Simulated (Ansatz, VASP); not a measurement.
**One calculation of TePb, two programs**

The input INCAR:

```
ALGO = Normal ; EDIFF = 1E-7
ENCUT = 520 ; GGA = PE
ISIF = 2 ; ISMEAR = 0
LASPH = True ; LCHARG = False
LREAL = False ; LWAVE = False
NBANDS = 17 ; NELM = 100
PREC = Accurate ; SIGMA = 0.013000000000000001
```

KPOINTS

```
k-points
0
Gamma
  7 7 7
```

File POSCAR:

```
TePb
1.0
    4.0022870000      0.0000000000      0.0000000000
    0.0000000000      4.0022870000      0.0000000000
    0.0000000000      0.0000000000      4.0022870000
Pb Te
1 1
Direct
    0.0000000000      0.0000000000      0.0000000000
    0.5000000000      0.5000000000      0.5000000000
```

The input input.yaml:

```yaml
crystal:
  lattice:
    - [4.002287, 0.0, 0.0]
    - [0.0, 4.002287, 0.0]
    - [0.0, 0.0, 4.002287]
  atoms:
    - { symbol: Pb, position: [0.0, 0.0, 0.0] }
    - { symbol: Te, position: [0.5, 0.5, 0.5] }
kpoints:
  mp_grid: { grid: [7, 7, 7] }
scf:
  occupations: { method: gaussian, width: 0.013 }
hamiltonian:
  xc: pbe
  pseudopotentials: { kind: all_electron, lapw: { basis_error: 0.001 } }
output:
  forces: true
  stress: true
  eigenvalues: true
```

Alike in both runs: task single point; functional PBE; k mesh 7 × 7 × 7; occupations gaussian, width 0.013 eV; no spin polarisation.

```csv
,VASP,Ansatz
version,VASP 6.6.1,Ansatz 0.2.0
potentials or method,"VASP PAW PBE potentials, release 64 (Pb_d, Te), cutoff 520 eV","all-electron LAPW, scalar-relativistic"
```

Ansatz gave:

| Property | Result |
| --- | --- |
| gap on the k mesh at the Fermi level (eV) | none |
| pressure (GPa) | 0.1 |

Task: What did VASP give for the same quantities?

Result: gap on the k mesh at the Fermi level (eV): none; pressure (GPa): 0.0.

A gap of «none» marks a metal or a gap that the smearing closes. Ansatz ran all-electron here, and VASP with PAW potentials.

Neither program's run includes spin-orbit coupling.
